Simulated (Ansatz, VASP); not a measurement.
**KCl in VASP and in Ansatz**

File POSCAR:

```
KCl
1.0
    0.0000000000      3.2385635596      3.2385635596
    3.2385635596      0.0000000000      3.2385635596
    3.2385635596      3.2385635596      0.0000000000
K Cl
1 1
Direct
    0.0000000000      0.0000000000      0.0000000000
    0.5000000000      0.5000000000      0.5000000000
```

The input INCAR.step1:

```
ALGO = Normal
EDIFF = 1E-4
ENCUT = 520
GGA = PE
ISMEAR = 0
LASPH = T
LCHARG = F
LREAL = F
LWAVE = T
NBANDS = 15
NELM = 100
PREC = Accurate
SIGMA = 0.01
```

INCAR.step2

```
ALGO = Normal
EDIFF = 1E-6
ENCUT = 520
ISIF = 2
ISMEAR = 0
ISTART = 1
LASPH = T
LCHARG = F
LMIXTAU = T
LREAL = F
LWAVE = F
METAGGA = R2SCAN
NBANDS = 15
NELM = 100
PREC = Accurate
SIGMA = 0.01
```

Contents of KPOINTS:

```
k-points
0
Gamma
  8 8 8
```

Input for Ansatz:

```yaml
crystal:
  lattice:
    - [0.0, 3.2385635596, 3.2385635596]
    - [3.2385635596, 0.0, 3.2385635596]
    - [3.2385635596, 3.2385635596, 0.0]
  atoms:
    - { symbol: K, position: [0.0, 0.0, 0.0] }
    - { symbol: Cl, position: [0.5, 0.5, 0.5] }
kpoints:
  mp_grid: { grid: [8, 8, 8] }
  band_path:
    path:
      - [0.0, 0.0, 0.0]
      - [0.5, 0.0, 0.5]
      - [0.625, 0.25, 0.625]
      - [0.375, 0.375, 0.75]
      - [0.5, 0.5, 0.5]
      - [0.5, 0.25, 0.75]
    npoints: 1
hamiltonian:
  xc: r2scan
scf:
  occupations: { method: fixed }
  n_extra_bands: 4
output:
  forces: true
  stress: true
  eigenvalues: true
```

Change from the starting cell: hydrostatic strain +3.0%.

Alike in both runs: task single point; functional r2SCAN; k mesh 8 × 8 × 8; no spin polarisation.

|  | VASP | Ansatz |
| --- | --- | --- |
| version | VASP 6.6.1 | Ansatz 0.2.0 |
| potentials or method | VASP PAW PBE potentials, release 64 (K_sv, Cl) | plane waves, PAW |
| plane-wave cutoff (eV) | 520 | 500 |
| occupations | gaussian, width 0.01 eV | fixed |
| valence electrons in the cell | 16 | 16 |

```tsv
	VASP	Ansatz	Ansatz less VASP
gap on the k mesh at the Fermi level (eV)	5.54	5.54	-0.003
pressure (GPa)	-1.4	-1.3	+0.04
```

VASP's potentials were made for PBE, not for r2SCAN.
